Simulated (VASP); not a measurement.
# MnS (P6_3mc) in VASP: further runs

Runs on MnS. Level: PBE+U. Tasks: single point.

All numbers are computed with VASP 6.6.1; they aren't measurements. Logs are shortened: lines on timing, memory, paths and dates and some standing lists are left out, and cuts for length are marked.

## (1) The cell of the first run

It takes space group P6_3mc (No. 186, hexagonal). The conventional cell has a = 3.996 Å, b = 3.996 Å, c = 6.446 Å, α = 90.00°, β = 90.00°, γ = 120.00°. Within 3.2 Å of Mn (site symmetry 3m) lie 4 S at 2.42 to 2.44 Å. S (site symmetry 3m) has 4 Mn at 2.42 to 2.44 Å within 3.2 Å.

## (2) Single point, PBE+U, collinear spin

Input file INCAR:

```
  PREC = Accurate
  ENCUT = 520
  EDIFF = 1E-7
  ISMEAR = -1
  SIGMA = 0.05
  LREAL = F
  LASPH = T
  NELM = 150
  ALGO = Normal
  ISIF = 2
  LWAVE = F
  LCHARG = F
  ISPIN = 2
  MAGMOM = 0.14 0.14 0 0
  LORBIT = 11
  LMAXMIX = 4
  LDAU = T
  LDAUTYPE = 2
  LDAUL = 2 -1
  LDAUU = 3.9 0
  LDAUJ = 0 0
  LDAUPRINT = 1
  GGA = PE
  NBANDS = 31
```

Input file KPOINTS:

```
regular mesh
0
Gamma
  7 7 4
```

Input file POSCAR:

```
MnS
1.0
    3.9960010800      0.0000000000      0.0000000000
   -1.9980005400      3.4606384500      0.0000000000
    0.0000000000      0.0000000000      6.4460000000
Mn S
2 2
Direct
    0.3333333300      0.6666666700      0.0000000000
    0.6666666700      0.3333333300      0.5000000000
    0.3333333300      0.6666666700      0.3750000000
    0.6666666700      0.3333333300      0.8750000000
```

Potentials or basis: VASP PAW PBE potentials, release 64 (Mn_pv, S).

On the command line:

```console
cat potpaw_PBE.64/Mn_pv/POTCAR potpaw_PBE.64/S/POTCAR > POTCAR
mpirun -np 1 vasp_std > vasp.out
```

OUTCAR:

```text
PREC = Accurate
   ENCUT = 520
   EDIFF = 1E-7
   ISMEAR = -1
   LREAL = F
   LASPH = T
   NELM = 150
   ISIF = 2
   ISPIN = 2
   LORBIT = 11
   GGA = PE

 ion  position               nearest neighbor table
   1  0.333  0.667  0.000-   3 2.42   4 2.44   4 2.44   4 2.44
   2  0.667  0.333  0.500-   4 2.42   3 2.44   3 2.44   3 2.44
   3  0.333  0.667  0.375-   1 2.42   2 2.44   2 2.44   2 2.44
   4  0.667  0.333  0.875-   2 2.42   1 2.44   1 2.44   1 2.44

  LATTYP: Found a hexagonal cell.
 ALAT       =     3.9960010800
 C/A-ratio  =     1.6131126771

  Lattice vectors:

 A1 = (   3.9960010800,   0.0000000000,   0.0000000000)
 A2 = (  -1.9980005400,   3.4606384500,   0.0000000000)
 A3 = (   0.0000000000,   0.0000000000,   6.4460000000)

Analysis of symmetry for initial positions (statically):
=====================================================================
 Subroutine PRICEL returns:
 Original cell was already a primitive cell.

 Routine SETGRP: Setting up the symmetry group for a
 hexagonal supercell.

 Subroutine GETGRP returns: Found 12 space group operations
 (whereof  6 operations were pure point group operations)
 out of a pool of 24 trial point group operations.

The static configuration has the point symmetry C_3v.
 The point group associated with its full space group is C_6v.

Analysis of symmetry for dynamics (positions and initial velocities):
=====================================================================
 Subroutine PRICEL returns:
 Original cell was already a primitive cell.

 Routine SETGRP: Setting up the symmetry group for a
 hexagonal supercell.

 Subroutine GETGRP returns: Found 12 space group operations
 (whereof  6 operations were pure point group operations)
 out of a pool of 24 trial point group operations.

The dynamic configuration has the point symmetry C_3v.
 The point group associated with its full space group is C_6v.

Analysis of structural, dynamic, and magnetic symmetry:
=====================================================================
 Subroutine PRICEL returns:
 Original cell was already a primitive cell.

 Routine SETGRP: Setting up the symmetry group for a
 hexagonal supercell.

 Subroutine GETGRP returns: Found 12 space group operations
 (whereof  6 operations were pure point group operations)
 out of a pool of 24 trial point group operations.

The overall configuration has the point symmetry C_3v.
 The point group associated with its full space group is C_6v.

 Subroutine INISYM returns: Found 12 space group operations
 (whereof  6 operations are pure point group operations),
 and found     1 'primitive' translations

----------------------------------------------------------------------------------------

                                     Primitive cell

  volume of cell :      89.1399

  direct lattice vectors                    reciprocal lattice vectors
     3.996001080  0.000000000  0.000000000     0.250250183  0.144482010  0.000000000
    -1.998000540  3.460638450  0.000000000     0.000000000  0.288964020  0.000000000
     0.000000000  0.000000000  6.446000000     0.000000000  0.000000000  0.155134967

  length of vectors
     3.996001080  3.996001081  6.446000000     0.288964021  0.288964020  0.155134967

  position of ions in fractional coordinates (direct lattice)
     0.333333330  0.666666670  0.000000000
     0.666666670  0.333333330  0.500000000
     0.333333330  0.666666670  0.375000000
     0.666666670  0.333333330  0.875000000

  ion indices of the primitive-cell ions
   primitive index   ion index
                 1           1
                 2           2
                 3           3
                 4           4

----------------------------------------------------------------------------------------

 KPOINTS: regular mesh
[... 90 lines left out ...]
  Thomas-Fermi vector in A             =   2.366882
   LORBIT       =     11    0 simple, 1 ext, 2 COOP (PROOUT), +10 PAW based schemes
 LDA+U is selected, type is set to LDAUTYPE =  2
   angular momentum for each species LDAUL =     2   -1
   U (eV)           for each species LDAUU =   3.9  0.0
   J (eV)           for each species LDAUJ =   0.0  0.0
   GGA     = PE    functional components
   LHFCALC =     F    Hartree Fock is set to
   AEXX    =    0.0000 exact exchange contribution
   IVDW    =     0    specifies the selected vdW correction
   LEPSILON=     F    determine dielectric tensor
   LRPA    =     F    only Hartree local field effects (RPA)
 spin polarized calculation
  energy-cutoff  :      520.00
  volume of cell :       89.14
 maximum number of plane-waves:      2436
 NGX is ok and might be reduce to    30
   NGX = 15   NGY = 15   NGZ = 23

atom =   1  type =  1  l = 2

 onsite density matrix

spin component  1

  0.5353  0.0000 -0.0000  0.0882  0.0000
  0.0000  0.8669  0.0000  0.0000  0.0882
 -0.0000  0.0000  0.2361 -0.0000  0.0000
  0.0882  0.0000 -0.0000  0.8669 -0.0000
  0.0000  0.0882  0.0000 -0.0000  0.5353

spin component  2

  0.4685  0.0000 -0.0000 -0.4147  0.0000
  0.0000  0.4971 -0.0000  0.0000 -0.4147
 -0.0000 -0.0000  0.0966  0.0000  0.0000
 -0.4147  0.0000  0.0000  0.4971  0.0000
  0.0000 -0.4147  0.0000  0.0000  0.4685

 occupancies and eigenvectors

  o =  0.0679  v =  0.0000  0.0000  0.0000  0.0000  0.0000 -0.7192  0.0000 -0.0000 -0.6948  0.0000      0.0000  0.0000  0.0000  0.0000  0.0000  0.0000  0.0000  0.0000  0.0000  0.0000
  o =  0.0679  v =  0.0000  0.0000  0.0000  0.0000  0.0000  0.0000 -0.6948  0.0000 -0.0000 -0.7192      0.0000  0.0000  0.0000  0.0000  0.0000  0.0000  0.0000  0.0000  0.0000  0.0000
  o =  0.0966  v =  0.0000  0.0000  0.0000  0.0000  0.0000  0.0000  0.0000  1.0000 -0.0000  0.0000      0.0000  0.0000  0.0000  0.0000  0.0000  0.0000  0.0000  0.0000  0.0000  0.0000
  o =  0.2361  v = -0.0000 -0.0000 -1.0000  0.0000  0.0000  0.0000  0.0000  0.0000  0.0000  0.0000      0.0000  0.0000  0.0000  0.0000  0.0000  0.0000  0.0000  0.0000  0.0000  0.0000
  o =  0.5133  v =  0.9703 -0.0000  0.0000 -0.2421  0.0000  0.0000  0.0000  0.0000  0.0000  0.0000      0.0000  0.0000  0.0000  0.0000  0.0000  0.0000  0.0000  0.0000  0.0000  0.0000
  o =  0.5133  v = -0.0000 -0.2421  0.0000  0.0000  0.9703  0.0000  0.0000  0.0000  0.0000  0.0000      0.0000  0.0000  0.0000  0.0000  0.0000  0.0000  0.0000  0.0000  0.0000  0.0000
  o =  0.8890  v = -0.2421 -0.0000 -0.0000 -0.9703 -0.0000  0.0000  0.0000  0.0000  0.0000  0.0000      0.0000  0.0000  0.0000  0.0000  0.0000  0.0000  0.0000  0.0000  0.0000  0.0000
  o =  0.8890  v =  0.0000 -0.9703 -0.0000  0.0000 -0.2421  0.0000  0.0000  0.0000  0.0000  0.0000      0.0000  0.0000  0.0000  0.0000  0.0000  0.0000  0.0000  0.0000  0.0000  0.0000
  o =  0.8977  v =  0.0000  0.0000  0.0000  0.0000  0.0000 -0.6948  0.0000  0.0000  0.7192 -0.0000      0.0000  0.0000  0.0000  0.0000  0.0000  0.0000  0.0000  0.0000  0.0000  0.0000
  o =  0.8977  v =  0.0000  0.0000  0.0000  0.0000  0.0000  0.0000 -0.7192  0.0000  0.0000  0.6948      0.0000  0.0000  0.0000  0.0000  0.0000  0.0000  0.0000  0.0000  0.0000  0.0000

atom =   2  type =  1  l = 2

 onsite density matrix

spin component  1

  0.5353 -0.0000 -0.0000 -0.0882  0.0000
 -0.0000  0.8669 -0.0000  0.0000 -0.0882
 -0.0000 -0.0000  0.2361  0.0000  0.0000
 -0.0882  0.0000  0.0000  0.8669  0.0000
  0.0000 -0.0882  0.0000  0.0000  0.5353

spin component  2

  0.4685 -0.0000 -0.0000  0.4147  0.0000
 -0.0000  0.4971  0.0000  0.0000  0.4147
 -0.0000  0.0000  0.0966 -0.0000  0.0000
  0.4147  0.0000 -0.0000  0.4971 -0.0000
  0.0000  0.4147  0.0000 -0.0000  0.4685

 occupancies and eigenvectors

  o =  0.0679  v =  0.0000  0.0000  0.0000  0.0000  0.0000 -0.7192  0.0000 -0.0000  0.6948  0.0000      0.0000  0.0000  0.0000  0.0000  0.0000  0.0000  0.0000  0.0000  0.0000  0.0000
  o =  0.0679  v =  0.0000  0.0000  0.0000  0.0000  0.0000  0.0000 -0.6948 -0.0000  0.0000  0.7192      0.0000  0.0000  0.0000  0.0000  0.0000  0.0000  0.0000  0.0000  0.0000  0.0000
  o =  0.0966  v =  0.0000  0.0000  0.0000  0.0000  0.0000  0.0000 -0.0000  1.0000  0.0000  0.0000      0.0000  0.0000  0.0000  0.0000  0.0000  0.0000  0.0000  0.0000  0.0000  0.0000
  o =  0.2361  v =  0.0000  0.0000 -1.0000  0.0000  0.0000  0.0000  0.0000  0.0000  0.0000  0.0000      0.0000  0.0000  0.0000  0.0000  0.0000  0.0000  0.0000  0.0000  0.0000  0.0000
  o =  0.5133  v = -0.9703  0.0000 -0.0000 -0.2421  0.0000  0.0000  0.0000  0.0000  0.0000  0.0000      0.0000  0.0000  0.0000  0.0000  0.0000  0.0000  0.0000  0.0000  0.0000  0.0000
  o =  0.5133  v =  0.0000 -0.2421 -0.0000 -0.0000 -0.9703  0.0000  0.0000  0.0000  0.0000  0.0000      0.0000  0.0000  0.0000  0.0000  0.0000  0.0000  0.0000  0.0000  0.0000  0.0000
  o =  0.8890  v =  0.2421  0.0000 -0.0000 -0.9703  0.0000  0.0000  0.0000  0.0000  0.0000  0.0000      0.0000  0.0000  0.0000  0.0000  0.0000  0.0000  0.0000  0.0000  0.0000  0.0000
  o =  0.8890  v =  0.0000 -0.9703  0.0000 -0.0000  0.2421  0.0000  0.0000  0.0000  0.0000  0.0000      0.0000  0.0000  0.0000  0.0000  0.0000  0.0000  0.0000  0.0000  0.0000  0.0000
  o =  0.8977  v =  0.0000  0.0000  0.0000  0.0000  0.0000  0.6948  0.0000 -0.0000  0.7192  0.0000      0.0000  0.0000  0.0000  0.0000  0.0000  0.0000  0.0000  0.0000  0.0000  0.0000
  o =  0.8977  v =  0.0000  0.0000  0.0000  0.0000  0.0000  0.0000  0.7192  0.0000  0.0000  0.6948      0.0000  0.0000  0.0000  0.0000  0.0000  0.0000  0.0000  0.0000  0.0000  0.0000

 number of electron      37.9999985 magnetization       2.0000109

 Free energy of the ion-electron system (eV)
  ---------------------------------------------------
  ext. energy  EPLUGINS =         0.00000000
  ---------------------------------------------------
  free energy    TOTEN  =       -18.63447626 eV

  energy without entropy =      -18.59030567  energy(sigma->0) =      -18.61239097

 E-fermi :   3.9317     XC(G=0):  -9.2429

 val. band max:        3.9256461808   @ k =   0.1429   0.1429   0.2500
 cond. band min:       3.9495890959   @ k =   0.2857   0.1429   0.2500
 fundamental gap:      0.0239429151
 Fermi energy:         3.9317320030

 spin component 1

 k-point     1 :       0.0000    0.0000    0.0000
  band No.  band energies     occupation
      1     -44.7996      1.00000
      2     -44.7960      1.00000
      3     -44.1792      1.00000
      4     -44.1792      1.00000
      5     -44.1785      1.00000
      6     -44.1785      1.00000
[... 805 lines left out ...]
     30      10.8658      0.00000
     31      12.7154      0.00000
 Fermi energy:         3.9317320030

 spin component 2

 k-point     1 :       0.0000    0.0000    0.0000
  band No.  band energies     occupation
      1     -43.3982      1.00000
      2     -43.3941      1.00000
      3     -43.1825      1.00000
      4     -43.1825      1.00000
      5     -43.1818      1.00000
      6     -43.1818      1.00000
[... 805 lines left out ...]
     30      11.1081      0.00000
     31      12.7130      0.00000

------------------------ aborting loop because EDIFF is reached ----------------------------------------

  FORCE on cell =-STRESS in cart. coord.  units (eV):
  Direction    XX          YY          ZZ          XY          YZ          ZX
  --------------------------------------------------------------------------------------
  -------------------------------------------------------------------------------------
  Total       -4.0790795     -4.0790795     -5.3009541     -0.0000000      0.0000000      0.0000000
  in kB      -73.3163149    -73.3163150    -95.2779703     -0.0000000      0.0000000      0.0000000
  external PRESSURE =     -80.6368667 kB  Pullay stress =       0.0000000 kB

 VOLUME and BASIS-vectors are now :
 -----------------------------------------------------------------------------
  energy-cutoff  :      520.00
  volume of cell :       89.14
      direct lattice vectors                 reciprocal lattice vectors
     3.996001080  0.000000000  0.000000000     0.250250183  0.144482010  0.000000000
    -1.998000540  3.460638450  0.000000000     0.000000000  0.288964020  0.000000000
     0.000000000  0.000000000  6.446000000     0.000000000  0.000000000  0.155134967

 POSITION                                       TOTAL-FORCE (eV/Angst)
 -----------------------------------------------------------------------------------
     -0.00000      2.30709      0.00000         0.000000     -0.000000     -0.640409
      1.99800      1.15355      3.22300        -0.000000      0.000000     -0.640409
     -0.00000      2.30709      2.41725         0.000000      0.000000      0.640409
      1.99800      1.15355      5.64025         0.000000     -0.000000      0.640409
 -----------------------------------------------------------------------------------
    total drift:                               -0.000021      0.000011     -0.000392

  FREE ENERGIE OF THE ION-ELECTRON SYSTEM (eV)
  ---------------------------------------------------
  free  energy   TOTEN  =       -18.6344762608 eV

  energy  without entropy=      -18.5903056746  energy(sigma->0) =      -18.61239097

 total charge

# of ion       s       p       d       tot
------------------------------------------
    1        0.246   6.167   5.045  11.459
    2        0.246   6.167   5.045  11.459
    3        1.316   2.387   0.000   3.704
    4        1.316   2.387   0.000   3.704
--------------------------------------------------
tot          3.125  17.109  10.091  30.326

 magnetization (x)

# of ion       s       p       d       tot
------------------------------------------
    1        0.013   0.007   1.010   1.029
    2        0.013   0.007   1.010   1.029
    3       -0.004  -0.129   0.000  -0.133
    4       -0.004  -0.129   0.000  -0.133
--------------------------------------------------
tot          0.018  -0.244   2.020   1.794
```

It took 5.4 min on 1 thread of AMD EPYC 7R13 (Zen 3), shared host; peak memory 0.26 GiB.

What came out:

| Quantity | Value |
| --- | --- |
| Free energy | -18.6345 eV |
| Pressure | -8.1 GPa |
| Largest force | 0.640 eV/Å |
| Band gap on the k mesh | zero (filled and empty bands overlap) |
| Net moment | 2.00 μB per cell |
| Site moments | Mn +1.03; S -0.13 μB |
| Valence electrons inside the program's atomic spheres | Mn 11.46; S 3.70 |

Forces on the atoms (eV/Å):
```
Mn   0.000  0.000 -0.640
Mn   0.000  0.000 -0.640
S    0.000  0.000  0.640
S    0.000  0.000  0.640
```

Stress tensor (GPa, compression positive):
```
-7.33  0.00  0.00
 0.00 -7.33  0.00
 0.00  0.00 -9.53
```

Eigenvalues of the final occupation matrices:
```
    site  spin  trace               eigenvalues
site 1 d     1   3.04  0.24 0.51 0.51 0.89 0.89
site 1 d     2   2.03  0.07 0.07 0.10 0.90 0.90
site 2 d     1   3.04  0.24 0.51 0.51 0.89 0.89
site 2 d     2   2.03  0.07 0.07 0.10 0.90 0.90
```

Caveat: the cell stands under tension.

## (3) Single point, PBE+U, collinear spin, antiferromagnetic start

Changes to INCAR since step 2:

```diff
@@ -2,3 +2,3 @@
   ENCUT = 520
-  EDIFF = 1E-7
+  EDIFF = 1E-6
   ISMEAR = -1
@@ -11,5 +11,5 @@
   LWAVE = F
-  LCHARG = F
+  LCHARG = T
   ISPIN = 2
-  MAGMOM = 0.14 0.14 0 0
+  MAGMOM = 4.5 -4.5 0 0
   LORBIT = 11
@@ -23,2 +23,4 @@
   GGA = PE
+  LELF = T
+  LVHAR = T
   NBANDS = 31
```

KPOINTS is that of step 2.

POSCAR is that of step 2.

Potentials or basis: VASP PAW PBE potentials, release 64 (Mn_pv, S).

On the command line:

```console
cat potpaw_PBE.64/Mn_pv/POTCAR potpaw_PBE.64/S/POTCAR > POTCAR
mpirun -np 1 vasp_std > vasp.out
```

OUTCAR:

```text
PREC = Accurate
   ENCUT = 520
   EDIFF = 1E-6
   ISMEAR = -1
   LREAL = F
   LASPH = T
   NELM = 150
   ISIF = 2
   ISPIN = 2
   LORBIT = 11
   GGA = PE

 ion  position               nearest neighbor table
   1  0.333  0.667  0.000-   3 2.42   4 2.44   4 2.44   4 2.44
   2  0.667  0.333  0.500-   4 2.42   3 2.44   3 2.44   3 2.44
   3  0.333  0.667  0.375-   1 2.42   2 2.44   2 2.44   2 2.44
   4  0.667  0.333  0.875-   2 2.42   1 2.44   1 2.44   1 2.44

  LATTYP: Found a hexagonal cell.
 ALAT       =     3.9960010800
 C/A-ratio  =     1.6131126771

[... 1930 lines left out ...]
      direct lattice vectors                 reciprocal lattice vectors
     3.996001080  0.000000000  0.000000000     0.250250183  0.144482010  0.000000000
    -1.998000540  3.460638450  0.000000000     0.000000000  0.288964020  0.000000000
     0.000000000  0.000000000  6.446000000     0.000000000  0.000000000  0.155134967

 POSITION                                       TOTAL-FORCE (eV/Angst)
 -----------------------------------------------------------------------------------
     -0.00000      2.30709      0.00000        -0.000000     -0.000000     -0.025213
      1.99800      1.15355      3.22300         0.000000     -0.000000     -0.025213
     -0.00000      2.30709      2.41725         0.000000      0.000000      0.025213
      1.99800      1.15355      5.64025        -0.000000     -0.000000      0.025213
 -----------------------------------------------------------------------------------
    total drift:                               -0.000021      0.000011     -0.000185

  FREE ENERGIE OF THE ION-ELECTRON SYSTEM (eV)
  ---------------------------------------------------
  free  energy   TOTEN  =       -26.0837801188 eV

  energy  without entropy=      -26.0837801187  energy(sigma->0) =      -26.08378012

 total charge

# of ion       s       p       d       tot
------------------------------------------
    1        0.259   6.207   4.887  11.353
    2        0.259   6.207   4.887  11.353
    3        1.311   2.480   0.000   3.791
    4        1.311   2.480   0.000   3.791
--------------------------------------------------
tot          3.142  17.373   9.774  30.289

 magnetization (x)

# of ion       s       p       d       tot
------------------------------------------
    1        0.037   0.047   4.430   4.514
    2       -0.037  -0.047  -4.430  -4.514
    3       -0.003  -0.006   0.000  -0.009
    4        0.003   0.006   0.000   0.009
--------------------------------------------------
tot          0.000   0.000  -0.000  -0.000
```

OSZICAR:

```text
N       E                     dE             d eps       ncg     rms          rms(c)
DAV:   1     0.373782830550E+03    0.37378E+03   -0.20811E+04  3160   0.126E+03
DAV:   2     0.154900140659E+01   -0.37223E+03   -0.35493E+03  3060   0.364E+02
DAV:   3    -0.251288265750E+02   -0.26678E+02   -0.26335E+02  3567   0.104E+02
DAV:   4    -0.257366885958E+02   -0.60786E+00   -0.60699E+00  3361   0.160E+01
DAV:   5    -0.257477284943E+02   -0.11040E-01   -0.11039E-01  3736   0.240E+00    0.142E+01
DAV:   6    -0.252437379669E+02    0.50399E+00   -0.13741E+01  3116   0.378E+01    0.154E+01
DAV:   7    -0.260732835237E+02   -0.82955E+00   -0.28204E+00  3102   0.108E+01    0.936E+00
DAV:   8    -0.260664269474E+02    0.68566E-02   -0.20327E-01  3545   0.376E+00    0.519E+00
DAV:   9    -0.260783840152E+02   -0.11957E-01   -0.42424E-02  3389   0.181E+00    0.472E-01
DAV:  10    -0.260829333980E+02   -0.45494E-02   -0.10094E-02  3386   0.135E+00    0.363E-01
DAV:  11    -0.260833308672E+02   -0.39747E-03   -0.14329E-03  3480   0.229E-01    0.224E-01
DAV:  12    -0.260836617421E+02   -0.33087E-03   -0.34742E-04  3116   0.110E-01    0.111E-01
DAV:  13    -0.260837710530E+02   -0.10931E-03   -0.75238E-05  3305   0.815E-02    0.394E-02
DAV:  14    -0.260837742815E+02   -0.32286E-05   -0.28077E-05  3298   0.251E-02    0.136E-02
DAV:  15    -0.260837782144E+02   -0.39329E-05   -0.84127E-06  3263   0.139E-02    0.698E-03
DAV:  16    -0.260837793781E+02   -0.11637E-05   -0.53181E-07  2586   0.599E-03    0.402E-03
DAV:  17    -0.260837801188E+02   -0.74069E-06   -0.50412E-07  2285   0.346E-03
   1 F= -.26083780E+02 E0= -.26083780E+02  d E =-.861653E-10  mag=     0.0000
```

It took 87 s on 1 thread of AMD EPYC 7R13 (Zen 3), shared host; peak memory 0.25 GiB.

What came out:

| Property | Result |
| --- | --- |
| Free energy | -26.0838 eV |
| Pressure | 2.8 GPa |
| Largest force | 0.025 eV/Å |
| Band gap on the k mesh | 2.34 eV |
| Net moment | 0.00 μB per cell |
| Site moments | Mn +4.51, -4.51; S -0.01, +0.01 μB |
| Valence electrons inside the program's atomic spheres | Mn 11.35; S 3.79 |

Forces on the atoms (eV/Å):
```
Mn   0.000  0.000 -0.025
Mn   0.000  0.000 -0.025
S    0.000  0.000  0.025
S    0.000  0.000  0.025
```

Stress tensor (GPa, compression positive):
```
2.93 0.00 0.00
0.00 2.93 0.00
0.00 0.00 2.59
```

Eigenvalues of the final occupation matrices:
```
    site  spin  trace               eigenvalues
site 1 d     1   4.67  0.93 0.93 0.93 0.94 0.94
site 1 d     2   0.23  0.02 0.02 0.06 0.06 0.07
site 2 d     1   0.23  0.02 0.02 0.06 0.06 0.07
site 2 d     2   4.67  0.93 0.93 0.93 0.94 0.94
```

Caveat: an odd mesh through Γ misses points on the zone boundary, where band edges can lie.
